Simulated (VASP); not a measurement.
# SnO (F-43m) in VASP: a series of runs, part 2 of 2

VASP 6.6.1. The steps go on from the part before.

## (3) Single point, r2SCAN (volume changed by -3%)

POSCAR reads:

```
SnO
1.0
    0.0000000000      2.6808571425      2.6808571425
    2.6808571425      0.0000000000      2.6808571425
    2.6808571425      2.6808571425      0.0000000000
Sn O
1 1
Direct
    0.0000000000      0.0000000000      0.0000000000
    0.2500000000      0.2500000000      0.2500000000
```

INCAR.step1 reads:

```
SYSTEM = SnO
ALGO = Normal ; EDIFF = 1E-4
ENCUT = 520 ; GGA = PE
ISMEAR = -1 ; LASPH = .True.
LCHARG = .False. ; LREAL = .False.
LWAVE = .True. ; NBANDS = 17
NELM = 100 ; PREC = Accurate
SIGMA = 0.02
```

INCAR.step2 reads:

```
SYSTEM = SnO
ALGO = Normal ; EDIFF = 1E-6
ENCUT = 520 ; ISIF = 2
ISMEAR = -1 ; ISTART = 1
LASPH = .True. ; LCHARG = .True.
LELF = .True. ; LMIXTAU = .True.
LREAL = .False. ; LVHAR = .True.
LWAVE = .False. ; METAGGA = R2SCAN
NBANDS = 17 ; NELM = 100
PREC = Accurate ; SIGMA = 0.02
```

KPOINTS reads:

```
k-points
0
Gamma
  6 6 6
  0 0 0
```

Potentials or basis: VASP PAW PBE potentials, release 64 (Sn_d, O).

Command:

```sh
$ cat potpaw_PBE.64/Sn_d/POTCAR potpaw_PBE.64/O/POTCAR > POTCAR
$ cp INCAR.step1 INCAR
$ mpirun -np 1 vasp_std > vasp.out
$ cp INCAR.step2 INCAR
$ mpirun -np 1 vasp_std > vasp.out
```

OUTCAR:

```text
SYSTEM = SnO
   EDIFF = 1E-6
   ENCUT = 520
   ISIF = 2
   ISMEAR = -1
   ISTART = 1
   LASPH = .True.
   LREAL = .False.
   METAGGA = R2SCAN
   NELM = 100
   PREC = Accurate

 ion  position               nearest neighbor table
   1  0.000  0.000  0.000-   2 2.32   2 2.32   2 2.32   2 2.32
   2  0.250  0.250  0.250-   1 2.32   1 2.32   1 2.32   1 2.32

  LATTYP: Found a face centered cubic cell.
 ALAT       =     5.3617142850

  Lattice vectors:

 A1 = (   0.0000000000,   2.6808571425,   2.6808571425)
 A2 = (   2.6808571425,   0.0000000000,   2.6808571425)
 A3 = (   2.6808571425,   2.6808571425,   0.0000000000)

Analysis of symmetry for initial positions (statically):
=====================================================================
 Subroutine PRICEL returns:
 Original cell was already a primitive cell.

 Routine SETGRP: Setting up the symmetry group for a
 face centered cubic supercell.

 Subroutine GETGRP returns: Found 24 space group operations
 (whereof 24 operations were pure point group operations)
 out of a pool of 48 trial point group operations.

The static configuration has the point symmetry T_d .

Analysis of symmetry for dynamics (positions and initial velocities):
=====================================================================
 Subroutine PRICEL returns:
 Original cell was already a primitive cell.

 Routine SETGRP: Setting up the symmetry group for a
 face centered cubic supercell.

 Subroutine GETGRP returns: Found 24 space group operations
 (whereof 24 operations were pure point group operations)
 out of a pool of 48 trial point group operations.

The dynamic configuration has the point symmetry T_d .

 Subroutine INISYM returns: Found 24 space group operations
 (whereof 24 operations are pure point group operations),
 and found     1 'primitive' translations

----------------------------------------------------------------------------------------

                                     Primitive cell

  volume of cell :      38.5346

  direct lattice vectors                    reciprocal lattice vectors
     0.000000000  2.680857142  2.680857142    -0.186507514  0.186507514  0.186507514
     2.680857142  0.000000000  2.680857142     0.186507514 -0.186507514  0.186507514
     2.680857142  2.680857142  0.000000000     0.186507514  0.186507514 -0.186507514

  length of vectors
     3.791304530  3.791304530  3.791304530     0.323040490  0.323040490  0.323040490

  position of ions in fractional coordinates (direct lattice)
     0.000000000  0.000000000  0.000000000
     0.250000000  0.250000000  0.250000000

  ion indices of the primitive-cell ions
   primitive index   ion index
                 1           1
                 2           2

----------------------------------------------------------------------------------------

 KPOINTS: k-points

Automatic generation of k-mesh.
 Grid dimensions read from file:
 generate k-points for:    6    6    6

 Generating k-lattice:

  Cartesian coordinates                     Fractional coordinates (reciprocal lattice)
    -0.031084586  0.031084586  0.031084586     0.166666667  0.000000000  0.000000000
     0.031084586 -0.031084586  0.031084586     0.000000000  0.166666667  0.000000000
     0.031084586  0.031084586 -0.031084586     0.000000000  0.000000000  0.166666667

  Length of vectors
     0.053840082  0.053840082  0.053840082

  Shift w.r.t. Gamma in fractional coordinates (k-lattice)
     0.000000000  0.000000000  0.000000000

 Subroutine IBZKPT returns following result:
 ===========================================

 Found     16 irreducible k-points:

 Following reciprocal coordinates:
            Coordinates               Weight
  0.000000  0.000000  0.000000      1.000000
  0.166667  0.000000  0.000000      8.000000
  0.333333  0.000000  0.000000      8.000000
  0.500000  0.000000  0.000000      4.000000
  0.166667  0.166667  0.000000      6.000000
  0.333333  0.166667  0.000000     24.000000
[... 8 lines left out ...]
 -0.333333  0.333333  0.166667     24.000000
 -0.333333  0.500000  0.166667     12.000000
   k-points           NKPTS =     16   k-points in BZ     NKDIM =     16   number of bands    NBANDS=     17
   number of dos      NEDOS =    301   number of ions     NIONS =      2
   total plane-waves  NPLWV =  21952
   dimension x,y,z NGX =    28 NGY =   28 NGZ =   28
   dimension x,y,z NGXF=    56 NGYF=   56 NGZF=   56
   ions per type =               1   1
   NGX,Y,Z   is equivalent  to a cutoff of  12.28, 12.28, 12.28 a.u.
   NGXF,Y,Z  is equivalent  to a cutoff of  24.56, 24.56, 24.56 a.u.
 SYSTEM =  SnO
   PREC   = accura    normal or accurate (medium, high low for compatibility)
   ISTART =      1    job   : 0-new  1-cont  2-samecut
   ICHARG =      0    charge: 1-file 2-atom 10-const
   ISPIN  =      1    spin polarized calculation?
   LNONCOLLINEAR =      F non collinear calculations
   LSORBIT =      F    spin-orbit coupling
   LASPH  =      T    aspherical Exc in radial PAW
   ENCUT  =  520.0 eV  38.22 Ry    6.18 a.u.   7.05  7.05  7.05*2*pi/ulx,y,z
   NELM   =    100;   NELMIN=  2; NELMDL=  0     # of ELM steps
   EDIFF  = 0.1E-05   stopping-criterion for ELM
   LREAL  =      F    real-space projection
[... 7 lines left out ...]
   TEBEG  =    0.0;   TEEND  =   0.0 temperature during run
   PSTRESS=    0.0 pullay stress
   NELECT =      20.0000    total number of electrons
   NUPDOWN=      -1.0000    fix difference up-down
   EMIN   =  10.00;   EMAX   =-10.00  energy-range for DOS
   EFERMI =   0.00;   METHOD = LEGACY
   ISMEAR =    -1;   SIGMA  =   0.02  broadening in eV -4-tet -1-fermi 0-gaus
   EFERMI_NEDOS =   21; number of points for ismear=-14 and -15
   IALGO  =     38    algorithm
   IMIX   =      4    mixing-type and parameters
     AMIX     =   0.40;   BMIX     =  1.00
     AMIX_MAG =   1.60;   BMIX_MAG =  1.00
  volume/ion in A,a.u.               =      19.27       130.02
  Fermi-wavevector in a.u.,A,eV,Ry     =   1.315632  2.486184 23.550162  1.730888
  Thomas-Fermi vector in A             =   2.445801
   LORBIT       =      0    0 simple, 1 ext, 2 COOP (PROOUT), +10 PAW based schemes
   METAGGA = R2SCAN    functional components
   LHFCALC =     F    Hartree Fock is set to
   AEXX    =    0.0000 exact exchange contribution
   IVDW    =     0    specifies the selected vdW correction
   LEPSILON=     F    determine dielectric tensor
   LRPA    =     F    only Hartree local field effects (RPA)
 non-spin polarized calculation
  energy-cutoff  :      520.00
  volume of cell :       38.53
 maximum number of plane-waves:      1056
   NGX = 15   NGY = 15   NGZ = 15

 number of electron      19.9999993 magnetization

 Free energy of the ion-electron system (eV)
  ---------------------------------------------------
  ext. energy  EPLUGINS =         0.00000000
  ---------------------------------------------------
  free energy    TOTEN  =       -32.19280945 eV

  energy without entropy =      -32.19155870  energy(sigma->0) =      -32.19218407

 E-fermi :   6.5454     XC(G=0): -10.4491

 val. band max:        6.5234427638   @ k =  -0.3333   0.5000   0.1667
 cond. band min:       7.0319183062   @ k =  -0.3333   0.5000   0.1667
 fundamental gap:      0.5084755424
 Fermi energy:         6.5454215309

 k-point     1 :       0.0000    0.0000    0.0000
  band No.  band energies     occupation
      1     -16.1223      2.00000
      2     -16.1223      2.00000
      3     -16.1223      2.00000
      4     -16.0595      2.00000
      5     -16.0595      2.00000
      6     -14.0134      2.00000
[... 9 lines left out ...]
     16      18.4411      0.00000
     17      18.4411      0.00000

 k-point     2 :       0.1667    0.0000    0.0000
  band No.  band energies     occupation
      1     -16.1798      2.00000
      2     -16.1134      2.00000
      3     -16.1134      2.00000
      4     -16.0587      2.00000
      5     -16.0586      2.00000
      6     -13.8362      2.00000
[... 9 lines left out ...]
     16      17.6446      0.00000
     17      18.5832      0.00000
[... 261 lines left out ...]
 k-point    16 :      -0.3333    0.5000    0.1667
  band No.  band energies     occupation
      1     -16.3858      2.00000
      2     -16.0843      2.00000
      3     -16.0759      2.00000
      4     -16.0457      2.00000
      5     -16.0416      2.00000
      6     -13.0761      2.00000
[... 9 lines left out ...]
     16      19.7802      0.00000
     17      21.9770      0.00000

------------------------ aborting loop because EDIFF is reached ----------------------------------------

  FORCE on cell =-STRESS in cart. coord.  units (eV):
  Direction    XX          YY          ZZ          XY          YZ          ZX
  --------------------------------------------------------------------------------------
  -------------------------------------------------------------------------------------
  Total        0.6128956      0.6128956      0.6128956      0.0000000      0.0000000      0.0000000
  in kB       25.4827387     25.4827387     25.4827387      0.0000000      0.0000000      0.0000000
  external PRESSURE =      25.4827387 kB  Pullay stress =       0.0000000 kB

 VOLUME and BASIS-vectors are now :
 -----------------------------------------------------------------------------
  energy-cutoff  :      520.00
  volume of cell :       38.53
      direct lattice vectors                 reciprocal lattice vectors
     0.000000000  2.680857142  2.680857142    -0.186507514  0.186507514  0.186507514
     2.680857142  0.000000000  2.680857142     0.186507514 -0.186507514  0.186507514
     2.680857142  2.680857142  0.000000000     0.186507514  0.186507514 -0.186507514

 POSITION                                       TOTAL-FORCE (eV/Angst)
 -----------------------------------------------------------------------------------
      0.00000      0.00000      0.00000        -0.000000      0.000000     -0.000000
      1.34043      1.34043      1.34043         0.000000     -0.000000      0.000000
 -----------------------------------------------------------------------------------
    total drift:                               -0.000002     -0.000002     -0.000003

  FREE ENERGIE OF THE ION-ELECTRON SYSTEM (eV)
  ---------------------------------------------------
  free  energy   TOTEN  =       -32.1928094495 eV

  energy  without entropy=      -32.1915586995  energy(sigma->0) =      -32.19218407
```

It took 37 s on 1 thread of Intel Xeon Platinum 8488C (Sapphire Rapids), shared host; peak memory 0.16 GiB.

What came out:

```yaml
Free_energy: -32.1928 eV
Pressure: 2.5 GPa
Band_gap_on_the_k_mesh: zero (band 10 reaches 6.52 eV, above the bottom of band 11 at 6.38 eV)
```

Caveat: the cell differs from its parent crystal (volume changed by -3%); the PAW data sets were made with another functional, which shifts forces and pressure a little; spin-orbit coupling is left out, which moves the levels of the heavy elements.

## (4) Single point, r2SCAN

This run uses another cell than the first one, of 19.86 Å³/atom, 1.064 times its volume.

POSCAR reads:

```
SnO
1.0
    0.0000000000      2.7082147171      2.7082147171
    2.7082147171      0.0000000000      2.7082147171
    2.7082147171      2.7082147171      0.0000000000
Sn O
1 1
Direct
    0.0000000000      0.0000000000      0.0000000000
    0.2500000000      0.2500000000      0.2500000000
```

INCAR.step1 reads:

```
SYSTEM = SnO
PREC = Accurate ; ENCUT = 520
ISMEAR = -1 ; SIGMA = 0.02
LREAL = .FALSE. ; LASPH = .TRUE.
NELM = 100 ; NBANDS = 17
GGA = PE ; ALGO = Normal
EDIFF = 1E-4 ; LWAVE = .TRUE.
LCHARG = .FALSE.
```

INCAR.step2 reads:

```
SYSTEM = SnO
PREC = Accurate ; ENCUT = 520
EDIFF = 1E-7 ; ISMEAR = -1
SIGMA = 0.02 ; LREAL = .FALSE.
LASPH = .TRUE. ; NELM = 100
ALGO = Normal ; ISIF = 2
LWAVE = .FALSE. ; LCHARG = .FALSE.
METAGGA = R2SCAN ; LMIXTAU = .TRUE.
NBANDS = 17 ; ISTART = 1
```

KPOINTS reads:

```
Automatic mesh
0
G
  6 6 6
  0 0 0
```

Potentials or basis: VASP PAW PBE potentials, release 64 (Sn_d, O).

Command:

```sh
$ cat potpaw_PBE.64/Sn_d/POTCAR potpaw_PBE.64/O/POTCAR > POTCAR
$ cp INCAR.step1 INCAR
$ mpirun -np 1 vasp_std > vasp.out
$ cp INCAR.step2 INCAR
$ mpirun -np 1 vasp_std > vasp.out
```

OUTCAR:

```text
SYSTEM = SnO
   PREC = Accurate
   ENCUT = 520
   EDIFF = 1E-7
   ISMEAR = -1
   LREAL = .FALSE.
   LASPH = .TRUE.
   NELM = 100
   ISIF = 2
   METAGGA = R2SCAN
   ISTART = 1

 ion  position               nearest neighbor table
   1  0.000  0.000  0.000-   2 2.35   2 2.35   2 2.35   2 2.35
   2  0.250  0.250  0.250-   1 2.35   1 2.35   1 2.35   1 2.35

  LATTYP: Found a face centered cubic cell.
 ALAT       =     5.4164294342

  Lattice vectors:

[... 494 lines left out ...]

------------------------ aborting loop because EDIFF is reached ----------------------------------------

  FORCE on cell =-STRESS in cart. coord.  units (eV):
  Direction    XX          YY          ZZ          XY          YZ          ZX
  --------------------------------------------------------------------------------------
  -------------------------------------------------------------------------------------
  Total        0.0601083      0.0601083      0.0601083      0.0000000      0.0000000     -0.0000000
  in kB        2.4241854      2.4241854      2.4241854      0.0000000      0.0000000     -0.0000000
  external PRESSURE =       2.4241854 kB  Pullay stress =       0.0000000 kB

 VOLUME and BASIS-vectors are now :
 -----------------------------------------------------------------------------
  energy-cutoff  :      520.00
  volume of cell :       39.73
      direct lattice vectors                 reciprocal lattice vectors
     0.000000000  2.708214717  2.708214717    -0.184623471  0.184623471  0.184623471
     2.708214717  0.000000000  2.708214717     0.184623471 -0.184623471  0.184623471
     2.708214717  2.708214717  0.000000000     0.184623471  0.184623471 -0.184623471

 POSITION                                       TOTAL-FORCE (eV/Angst)
 -----------------------------------------------------------------------------------
      0.00000      0.00000      0.00000         0.000000      0.000000      0.000000
      1.35411      1.35411      1.35411        -0.000000     -0.000000     -0.000000
 -----------------------------------------------------------------------------------
    total drift:                               -0.000002     -0.000002     -0.000002

  FREE ENERGIE OF THE ION-ELECTRON SYSTEM (eV)
  ---------------------------------------------------
  free  energy   TOTEN  =       -32.2041763246 eV

  energy  without entropy=      -32.2029255777  energy(sigma->0) =      -32.20355095
```

It took 43 s on 1 thread of Intel Xeon Platinum 8488C (Sapphire Rapids), shared host; peak memory 0.16 GiB.

What came out:

```
Free energy            : -32.2042 eV
Pressure               : 0.2 GPa
Band gap on the k mesh : zero (band 10 reaches 6.08 eV, above the bottom of band 11 at 5.94 eV)
```

Caveat: the PAW data sets were made with another functional, which shifts forces and pressure a little; spin-orbit coupling is left out, which moves the levels of the heavy elements.

## (5) Overview

| cell | gap on the mesh (eV) | pressure (GPa) |
| --- | --- | --- |
| a = 3.752 Å, angles 60.0°, 2 atoms | none | 5.2 |
| a = 3.791 Å, angles 60.0°, 2 atoms | none | 2.5 |
| a = 3.830 Å, angles 60.0°, 2 atoms | none | 0.2 |

Alike in all rows: task single point; level r2SCAN; potentials or basis VASP PAW PBE potentials, release 64 (Sn_d, O); no spin polarisation; k mesh 6 × 6 × 6; cutoff (eV) 520; smearing fermi-dirac 0.02 eV.

Caveats: the PAW data sets were made with another functional, which shifts forces and pressure a little; spin-orbit coupling is left out, which moves the levels of the heavy elements.

Absolute energies hang on the potentials; compare differences alone.
